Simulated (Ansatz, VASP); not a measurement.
# MgSnO2 in VASP and in Ansatz

The input INCAR:

```
PREC = Accurate
ENCUT = 600
EDIFF = 1E-6
ISMEAR = 0
SIGMA = 0.1
LREAL = F
LASPH = T
NELM = 60
ALGO = Normal
ISIF = 3
LWAVE = F
LCHARG = F
GGA = PE
IBRION = 2
NSW = 90
EDIFFG = -0.04
```

KPOINTS

```
regular mesh
0
Gamma
  4 4 4
```

Contents of POSCAR:

```
MgSnO2
1.0
    4.5387474600      0.0000000000      0.0000000000
    0.0000000000      4.5387474600      0.0000000000
    0.0000000000      0.0000000000      6.1295381700
Mg Sn O
2 2 4
Direct
    0.5000000000      0.5000000000      0.0000000000
    0.5000000000      0.5000000000      0.5000000000
    0.0000000000      0.5000000000      0.5000000000
    0.5000000000      0.0000000000      0.0000000000
    0.0000000000      0.0000000000      0.2500000000
    0.0000000000      0.0000000000      0.7500000000
    0.5000000000      0.5000000000      0.2500000000
    0.5000000000      0.5000000000      0.7500000000
```

Input for Ansatz:

```yaml
crystal:
  lattice:
    - [4.53874746, 0.0, 0.0]
    - [0.0, 4.53874746, 0.0]
    - [0.0, 0.0, 6.12953817]
  atoms:
    - { symbol: Mg, position: [0.5, 0.5, 0.0] }
    - { symbol: Mg, position: [0.5, 0.5, 0.5] }
    - { symbol: Sn, position: [0.0, 0.5, 0.5] }
    - { symbol: Sn, position: [0.5, 0.0, 0.0] }
    - { symbol: O, position: [0.0, 0.0, 0.25] }
    - { symbol: O, position: [0.0, 0.0, 0.75] }
    - { symbol: O, position: [0.5, 0.5, 0.25] }
    - { symbol: O, position: [0.5, 0.5, 0.75] }
basis:
  ecutwfc: 420
kpoints:
  mp_grid: { grid: [4, 4, 4] }
hamiltonian:
  xc: pbe
scf:
  occupations: { method: gaussian, width: 0.1 }
  lower_state_search: "off"
output:
  forces: true
  stress: true
  eigenvalues: true
relax:
  adjacent_minimum: "off"
  f_tol: 0.04
  max_steps: 70
  cell: { stress_tol: 0.4 }
```

Alike in both runs: task relaxation of cell and atoms; functional PBE; k mesh 4 × 4 × 4; occupations gaussian, width 0.1 eV; no spin polarisation.

```csv
,VASP,Ansatz
version,VASP 6.6.1,Ansatz 0.2.0
potentials or method,"VASP PAW PBE potentials, release 64 (Mg, Sn_d, O), cutoff 600 eV","scalar-relativistic, plane waves, PAW"
valence electrons in the cell,56,72
```

```csv
,VASP,Ansatz,Ansatz less VASP
"gap on the k mesh at the Fermi level, each at its own relaxed structure (eV)",none,none,-
relaxed volume (Å³/atom),23.52,23.69,+0.169
relaxed length of the cell vector where the two differ most in proportion (Å),5.157,5.172,+0.0154
```

A gap of «none» marks a metal or a gap that the smearing closes. VASP's potentials hold 56 valence electrons a cell and Ansatz's 72, so a difference there can come from the potentials and not from the codes.

Noted on VASP's run: the volume moved by over 15 % at a fixed basis, so the end points are rough.
